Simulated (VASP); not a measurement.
# Zr in VASP: further runs

The runs below take Zr through single point, relaxation of the atoms, with PBE.

Program: VASP 6.6.1. These are calculated values, not measurements. Logs are shortened: lines on timing, memory, paths and dates and some standing lists are left out, and cuts for length are marked.

## (1) The cell of the first run

The cell holds a slab with vacuum, 3 atoms: a = 3.231 Å, b = 3.231 Å, c = 18.175 Å, α = 90.00°, β = 90.00°, γ = 120.00°.

## (2) Single point, PBE

The input, INCAR:

```
SYSTEM = Zr
  ALGO = Normal
  DIPOL = 0.5 0.5 0.500
  EDIFF = 1E-6
  ENCUT = 520
  GGA = PE
  IDIPOL = 3
  ISIF = 2
  ISMEAR = -1
  LASPH = .True.
  LCHARG = .False.
  LDIPOL = .True.
  LREAL = .False.
  LWAVE = .False.
  NBANDS = 25
  NELM = 80
  PREC = Accurate
  SIGMA = 0.08
```

The input, KPOINTS:

```
k-points
0
Gamma
  15 15 1
  0 0 0
```

The input, POSCAR:

```
Zr
1.0
    3.2310992956      0.0000000000      0.0000000000
   -1.6155496478      2.7982140722      0.0000000000
    0.0000000000      0.0000000000     18.1751000000
Zr
3
Direct
    0.0000000000      0.0000000000      0.3628657414
    0.3333333333      0.6666666667      0.5000000081
    0.0000000000      0.0000000000      0.6371342505
```

Potentials or basis: VASP PAW PBE potentials, release 64 (Zr_sv).

Run with:

```sh
$ cat potpaw_PBE.64/Zr_sv/POTCAR > POTCAR
$ mpirun -np 1 vasp_std > vasp.out
```

OUTCAR:

```text
SYSTEM = Zr
   EDIFF = 1E-6
   ENCUT = 520
   GGA = PE
   ISIF = 2
   ISMEAR = -1
   LASPH = .True.
   LREAL = .False.
   NELM = 80
   PREC = Accurate

 ion  position               nearest neighbor table
   1  0.000  0.000  0.363-   2 3.11   2 3.11   2 3.11
   2  0.333  0.667  0.500-   3 3.11   3 3.11   3 3.11   1 3.11   1 3.11   1 3.11
   3  0.000  0.000  0.637-   2 3.11   2 3.11   2 3.11

  LATTYP: Found a hexagonal cell.
 ALAT       =     3.2310992956
 C/A-ratio  =     5.6250515188

  Lattice vectors:

 A1 = (   3.2310992956,   0.0000000000,   0.0000000000)
 A2 = (  -1.6155496478,   2.7982140722,   0.0000000000)
 A3 = (   0.0000000000,   0.0000000000,  18.1751000000)

Analysis of symmetry for initial positions (statically):
=====================================================================
 Subroutine PRICEL returns:
 Original cell was already a primitive cell.

 Routine SETGRP: Setting up the symmetry group for a
 hexagonal supercell.

 Subroutine GETGRP returns: Found 12 space group operations
 (whereof 12 operations were pure point group operations)
 out of a pool of 24 trial point group operations.

The static configuration has the point symmetry D_3h.

Analysis of symmetry for dynamics (positions and initial velocities):
=====================================================================
 Subroutine PRICEL returns:
 Original cell was already a primitive cell.

 Routine SETGRP: Setting up the symmetry group for a
 hexagonal supercell.

 Subroutine GETGRP returns: Found 12 space group operations
 (whereof 12 operations were pure point group operations)
 out of a pool of 24 trial point group operations.

The dynamic configuration has the point symmetry D_3h.

 Subroutine INISYM returns: Found 12 space group operations
 (whereof 12 operations are pure point group operations),
 and found     1 'primitive' translations

----------------------------------------------------------------------------------------

                                     Primitive cell

  volume of cell :     164.3267

  direct lattice vectors                    reciprocal lattice vectors
     3.231099296  0.000000000  0.000000000     0.309492191  0.178685400  0.000000000
    -1.615549648  2.798214072  0.000000000     0.000000000  0.357370799  0.000000000
     0.000000000  0.000000000 18.175100000     0.000000000  0.000000000  0.055020330

  length of vectors
     3.231099296  3.231099296 18.175100000     0.357370799  0.357370799  0.055020330

  position of ions in fractional coordinates (direct lattice)
     0.000000000  0.000000000  0.362865741
     0.333333333  0.666666667  0.500000008
     0.000000000  0.000000000  0.637134250

  ion indices of the primitive-cell ions
   primitive index   ion index
                 1           1
                 2           2
                 3           3

----------------------------------------------------------------------------------------

 KPOINTS: k-points

Automatic generation of k-mesh.
 Grid dimensions read from file:
 generate k-points for:   15   15    1

 Generating k-lattice:

  Cartesian coordinates                     Fractional coordinates (reciprocal lattice)
     0.020632813  0.011912360  0.000000000     0.066666667  0.000000000  0.000000000
     0.000000000  0.023824720  0.000000000     0.000000000  0.066666667  0.000000000
     0.000000000  0.000000000  0.055020330     0.000000000  0.000000000  1.000000000

  Length of vectors
     0.023824720  0.023824720  0.055020330

  Shift w.r.t. Gamma in fractional coordinates (k-lattice)
     0.000000000  0.000000000  0.000000000

 Subroutine IBZKPT returns following result:
 ===========================================

 Found     27 irreducible k-points:

 Following reciprocal coordinates:
            Coordinates               Weight
  0.000000  0.000000  0.000000      1.000000
  0.066667  0.000000  0.000000      6.000000
  0.133333  0.000000  0.000000      6.000000
  0.200000  0.000000  0.000000      6.000000
  0.266667  0.000000  0.000000      6.000000
  0.333333  0.000000  0.000000      6.000000
[... 16 lines left out ...]
  0.333333  0.200000  0.000000     12.000000
  0.400000  0.200000  0.000000      6.000000
 [... further k-points ...]
   k-points           NKPTS =     27   k-points in BZ     NKDIM =     27   number of bands    NBANDS=     25
   number of dos      NEDOS =    301   number of ions     NIONS =      3
   total plane-waves  NPLWV =  80640
   dimension x,y,z NGX =    24 NGY =   24 NGZ =  140
   dimension x,y,z NGXF=    48 NGYF=   48 NGZF=  280
   ions per type =               3
   NGX,Y,Z   is equivalent  to a cutoff of  12.35, 12.35, 12.81 a.u.
   NGXF,Y,Z  is equivalent  to a cutoff of  24.70, 24.70, 25.61 a.u.
 SYSTEM =  Zr
   PREC   = accura    normal or accurate (medium, high low for compatibility)
   ISTART =      0    job   : 0-new  1-cont  2-samecut
   ICHARG =      2    charge: 1-file 2-atom 10-const
   ISPIN  =      1    spin polarized calculation?
   LNONCOLLINEAR =      F non collinear calculations
   LSORBIT =      F    spin-orbit coupling
   LASPH  =      T    aspherical Exc in radial PAW
   ENCUT  =  520.0 eV  38.22 Ry    6.18 a.u.   6.01  6.01 33.79*2*pi/ulx,y,z
   NELM   =     80;   NELMIN=  2; NELMDL= -5     # of ELM steps
   EDIFF  = 0.1E-05   stopping-criterion for ELM
   LREAL  =      F    real-space projection
   EDIFFG = 0.1E-04   stopping-criterion for IOM
   NSW    =      0    number of steps for IOM
   IBRION =     -1    ionic relax: 0-MD 1-quasi-New 2-CG
   NFREE  =      0    steps in history (QN), initial steepest desc. (CG)
   ISIF   =      2    stress and relaxation
   ISYM   =      2    0-nonsym 1-usesym 2-fastsym
   POTIM  = 0.5000    time-step for ionic-motion
   TEBEG  =    0.0;   TEEND  =   0.0 temperature during run
   PSTRESS=    0.0 pullay stress
   NELECT =      36.0000    total number of electrons
   NUPDOWN=      -1.0000    fix difference up-down
   EMIN   =  10.00;   EMAX   =-10.00  energy-range for DOS
   EFERMI =   0.00;   METHOD = LEGACY
   ISMEAR =    -1;   SIGMA  =   0.08  broadening in eV -4-tet -1-fermi 0-gaus
   EFERMI_NEDOS =   21; number of points for ismear=-14 and -15
   IALGO  =     38    algorithm
   IMIX   =      4    mixing-type and parameters
     AMIX     =   0.40;   BMIX     =  1.00
     AMIX_MAG =   1.60;   BMIX_MAG =  1.00
  volume/ion in A,a.u.               =      54.78       369.64
  Fermi-wavevector in a.u.,A,eV,Ry     =   0.986900  1.864970 13.251678  0.973971
  Thomas-Fermi vector in A             =   2.118314
   LORBIT       =      0    0 simple, 1 ext, 2 COOP (PROOUT), +10 PAW based schemes
   GGA     = PE    functional components
   LHFCALC =     F    Hartree Fock is set to
   AEXX    =    0.0000 exact exchange contribution
   IVDW    =     0    specifies the selected vdW correction
   LEPSILON=     F    determine dielectric tensor
   LRPA    =     F    only Hartree local field effects (RPA)
 non-spin polarized calculation
  energy-cutoff  :      520.00
  volume of cell :      164.33
 maximum number of plane-waves:      4476
   NGX = 13   NGY = 13   NGZ = 67

 dipolmoment           0.000000      0.000000     -0.000000 electrons x Angstroem

 number of electron      36.0000000 magnetization

 dipolmoment           0.000000      0.000000      0.000000 electrons x Angstroem

 Free energy of the ion-electron system (eV)
  ---------------------------------------------------
  ext. energy  EPLUGINS =         0.00000000
  ---------------------------------------------------
  free energy    TOTEN  =       -23.80798757 eV

  energy without entropy =      -23.69952859  energy(sigma->0) =      -23.75375808

 E-fermi :   1.5196     XC(G=0):  -5.7621

 val. band max:        1.5195571531   @ k =   0.4000   0.0000   0.0000
 cond. band min:       1.5224530856   @ k =   0.4667   0.0667   0.0000
 fundamental gap:      0.0028959325
 Fermi energy:         1.5196499191

 k-point     1 :       0.0000    0.0000    0.0000
  band No.  band energies     occupation
      1     -47.3900      2.00000
      2     -47.3798      2.00000
      3     -46.9358      2.00000
      4     -25.7244      2.00000
      5     -25.4889      2.00000
      6     -25.0272      2.00000
[... 17 lines left out ...]
     24       2.8920      0.00000
     25       2.8920      0.00000

 k-point     2 :       0.0667    0.0000    0.0000
  band No.  band energies     occupation
      1     -47.3860      2.00000
      2     -47.3762      2.00000
      3     -46.9325      2.00000
      4     -25.7145      2.00000
      5     -25.4879      2.00000
      6     -25.0574      2.00000
[... 17 lines left out ...]
     24       2.9246      0.00000
     25       2.9901      0.00000

 k-point     3 :       0.1333    0.0000    0.0000
  band No.  band energies     occupation
      1     -47.3748      2.00000
      2     -47.3661      2.00000
      3     -46.9233      2.00000
      4     -25.6865      2.00000
      5     -25.4863      2.00000
      6     -25.1507      2.00000
[... 17 lines left out ...]
     24       2.9287      0.00000
     25       3.2754      0.00000

 k-point     4 :       0.2000    0.0000    0.0000
  band No.  band energies     occupation
      1     -47.3582      2.00000
      2     -47.3511      2.00000
      3     -46.9098      2.00000
      4     -25.6463      2.00000
      5     -25.4889      2.00000
      6     -25.2782      2.00000
[... 17 lines left out ...]
     24       3.2655      0.00000
     25       3.9192      0.00000

 k-point     5 :       0.2667    0.0000    0.0000
  band No.  band energies     occupation
      1     -47.3391      2.00000
      2     -47.3338      2.00000
      3     -46.8941      2.00000
      4     -25.6100      2.00000
      5     -25.5050      2.00000
      6     -25.4032      2.00000
[... 17 lines left out ...]
     24       3.6770      0.00000
     25       4.0176      0.00000

 k-point     6 :       0.3333    0.0000    0.0000
  band No.  band energies     occupation
      1     -47.3207      2.00000
      2     -47.3172      2.00000
      3     -46.8791      2.00000
      4     -25.6309      2.00000
      5     -25.5619      2.00000
      6     -25.4994      2.00000
[... 17 lines left out ...]
     24       4.2012      0.00000
     25       4.2723      0.00000
[... 393 lines left out ...]
 k-point    21 :       0.2000    0.2000    0.0000
  band No.  band energies     occupation
      1     -47.3163      2.00000
      2     -47.3132      2.00000
      3     -46.8755      2.00000
      4     -25.6024      2.00000
      5     -25.5200      2.00000
      6     -25.5042      2.00000
[... 17 lines left out ...]
     24       3.8435      0.00000
     25       3.9965      0.00000

 k-point    22 :       0.2667    0.2000    0.0000
  band No.  band energies     occupation
      1     -47.3026      2.00000
      2     -47.3009      2.00000
      3     -46.8644      2.00000
      4     -25.6362      2.00000
      5     -25.5726      2.00000
      6     -25.5310      2.00000
[... 17 lines left out ...]
     24       4.3049      0.00000
     25       4.3677      0.00000

 k-point    23 :       0.3333    0.2000    0.0000
  band No.  band energies     occupation
      1     -47.2934      2.00000
      2     -47.2925      2.00000
      3     -46.8569      2.00000
      4     -25.6654      2.00000
      5     -25.6177      2.00000
      6     -25.5367      2.00000
[... 17 lines left out ...]
     24       4.7167      0.00000
     25       4.8145      0.00000

 k-point    24 :       0.4000    0.2000    0.0000
  band No.  band energies     occupation
      1     -47.2901      2.00000
      2     -47.2896      2.00000
      3     -46.8542      2.00000
      4     -25.6759      2.00000
      5     -25.6336      2.00000
      6     -25.5376      2.00000
[... 17 lines left out ...]
     24       4.8963      0.00000
     25       5.0980      0.00000

 [... further k-points ...]

------------------------ aborting loop because EDIFF is reached ----------------------------------------

 vacuum level on the upper side and lower side of the slab       (xc-potential included)        -0.399        -0.399

  FORCE on cell =-STRESS in cart. coord.  units (eV):
  Direction    XX          YY          ZZ          XY          YZ          ZX
  --------------------------------------------------------------------------------------
  -------------------------------------------------------------------------------------
  Total       -1.7147641     -1.7147641     -0.0153371      0.0000000     -0.0000000      0.0000000
  in kB      -16.7188693    -16.7188693     -0.1495361      0.0000000     -0.0000000      0.0000000
  external PRESSURE =     -11.1957583 kB  Pullay stress =       0.0000000 kB

 VOLUME and BASIS-vectors are now :
 -----------------------------------------------------------------------------
  energy-cutoff  :      520.00
  volume of cell :      164.33
      direct lattice vectors                 reciprocal lattice vectors
     3.231099296  0.000000000  0.000000000     0.309492191  0.178685400  0.000000000
    -1.615549648  2.798214072  0.000000000     0.000000000  0.357370799  0.000000000
     0.000000000  0.000000000 18.175100000     0.000000000  0.000000000  0.055020330

 POSITION                                       TOTAL-FORCE (eV/Angst)
 -----------------------------------------------------------------------------------
      0.00000      0.00000      6.59512        -0.000000      0.000000     -0.001940
     -0.00000      1.86548      9.08755         0.000000      0.000000      0.000000
      0.00000      0.00000     11.57998        -0.000000      0.000000      0.001940
 -----------------------------------------------------------------------------------
    total drift:                                0.000000     -0.000000     -0.000001

  FREE ENERGIE OF THE ION-ELECTRON SYSTEM (eV)
  ---------------------------------------------------
  free  energy   TOTEN  =       -23.8079875659 eV

  energy  without entropy=      -23.6995285907  energy(sigma->0) =      -23.75375808

 vacuum level on the upper side and lower side of the slab         5.355         5.355
```

Run time: 1.9 min. Hardware: 1 thread of Intel Xeon Platinum 8488C (Sapphire Rapids), shared host; peak memory 0.28 GiB.

What came out:

| Quantity | Value |
| --- | --- |
| Free energy | -23.8080 eV |
| Band gap on the k mesh | zero (bands 18 and 19 overlap by 1.24 eV) |

Levels at points of the mesh, in eV from the Fermi level:
```
           k point  band 14  band 15  band 16  band 17  band 18  band 19  band 20  band 21  band 22  band 23
(0.00, 0.00, 0.00)    -3.82    -3.01    -0.03     0.05     0.87     0.87     0.89     0.89     1.05     1.17
```

## (3) Relaxation of the atoms, PBE

The input, INCAR:

```
PREC = Accurate
ENCUT = 520
EDIFF = 1E-6
ISMEAR = -1
SIGMA = 0.08
LREAL = False
LASPH = True
NELM = 60
ALGO = Normal
ISIF = 2
LWAVE = False
LCHARG = False
LDIPOL = True
IDIPOL = 3
DIPOL = 0.5 0.5 0.500
GGA = PE
IBRION = 2
NSW = 60
EDIFFG = -0.01
```

The input, KPOINTS:

```
regular mesh
0
Gamma
  15 15 1
```

The input, POSCAR:

```
Zr
1.0
    3.2310992956      0.0000000000      0.0000000000
   -1.6155496478      2.7982140722      0.0000000000
    0.0000000000      0.0000000000     18.1751000000
Zr
3
Direct
    0.0000000000      0.0000000000      0.3576311598
    0.3333333340      0.6666666660      0.5000000000
    0.0000000000      0.0000000000      0.6423688402
```

Potentials or basis: VASP PAW PBE potentials, release 64 (Zr_sv).

Run with:

```sh
$ cat potpaw_PBE.64/Zr_sv/POTCAR > POTCAR
$ mpirun -np 1 vasp_std > vasp.out
```

Wall time 7.6 min (1 thread of Oxide Virtual Turin-like, shared host); peak memory 0.28 GiB.

The run converged. Its results:

| Property | Result |
| --- | --- |
| Free energy | -23.8080 eV |
| Energy gained by relaxing | 11.6 meV/atom |
| Ionic steps | 6 |
| Band gap on the k mesh | zero (bands 18 and 19 overlap by 1.24 eV) |

The path:
```csv
step,energy change (eV),largest force (eV/Å),pressure (GPa)
1,0.0000,0.3499,-2.26
2,-0.0109,0.2951,-2.07
3,-0.0318,0.1114,-1.47
4,-0.0096,0.3536,-0.12
5,-0.0348,0.0124,-1.16
6,-0.0348,0.0007,-1.13
```

Final structure:
```xyz
3
Lattice="3.2311 0.0000 0.0000 -1.6155 2.7982 0.0000 0.0000 0.0000 18.1751" Properties=species:S:1:pos:R:3 pbc="T T T"
Zr    0.0000    0.0000    6.5947
Zr    0.0000    1.8655    9.0876
Zr    0.0000    0.0000   11.5804
```

Levels at points of the mesh, in eV from the Fermi level:
```csv
k point,band 16,band 17,band 18,band 19,band 20,band 21
"(0.00, 0.00, 0.00)",-0.03,0.05,0.88,0.88,0.89,0.89
```
